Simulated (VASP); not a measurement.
Wanted: the native input for a VASP 6.6.1 run.

* Task: single point
* Functional: PBEsol
* Potentials or basis: VASP PAW PBE potentials, release 64 (W_sv, Si)
* Cutoff: 520 eV
* k mesh: 12 × 12 × 12
* Occupations: fermi-dirac, width 0.05 eV
* Spin: no spin polarisation
* Hubbard terms: W d U = 4.0 eV
* Dipole correction: no
* Further INCAR settings: ALGO = Normal; EDIFF = 1e-07; NBANDS = 18

The structure of Si2W lies in POSCAR:

```
Si2W
1.0
   -1.6024114995      1.6024114995      3.8954319134
    1.6024114995     -1.6024114995      3.8954319134
    1.6024114995      1.6024114995     -3.8954319134
W Si
1 2
Direct
    0.0000000000      0.0000000000      0.0000000000
    0.6640816010      0.6640816010      0.0000000000
    0.3359183990      0.3359183990      0.0000000000
```

The input as run:

INCAR

```
SYSTEM = Si2W
PREC = Accurate ; ENCUT = 520
EDIFF = 1E-7 ; ISMEAR = -1
SIGMA = 0.05 ; LREAL = .False.
LASPH = .True. ; NELM = 150
ALGO = Normal ; ISIF = 2
LWAVE = .False. ; LCHARG = .False.
LMAXMIX = 4 ; LDAU = .True.
LDAUTYPE = 2 ; LDAUL = 2 -1
LDAUU = 4 0 ; LDAUJ = 0 0
LDAUPRINT = 1 ; GGA = PS
NBANDS = 18
```

KPOINTS

```
Automatic mesh
0
Gamma
  12 12 12
  0 0 0
```

Potentials or basis: VASP PAW PBE potentials, release 64 (W_sv, Si).

Run with:

```console
$ cat potpaw_PBE.64/W_sv/POTCAR potpaw_PBE.64/Si/POTCAR > POTCAR
$ mpirun -np 1 vasp_std > vasp.out
```

It gave:

The pressure is 4.9 GPa. The largest force is 0.213 eV/Å and the band gap on the k mesh is zero (bands 11 and 12 overlap by 1.27 eV).

Caveat: the cell stands under pressure; the PAW data sets were made with another functional, which shifts forces and pressure a little; spin-orbit coupling is left out, which moves the levels of the heavy elements; U without spin polarisation on a metal has little footing; the U is typed as a test and isn't derived for this compound.

It took 4.6 min on 1 thread of Intel Xeon 8259CL (shared host), peak memory 0.28 GiB.
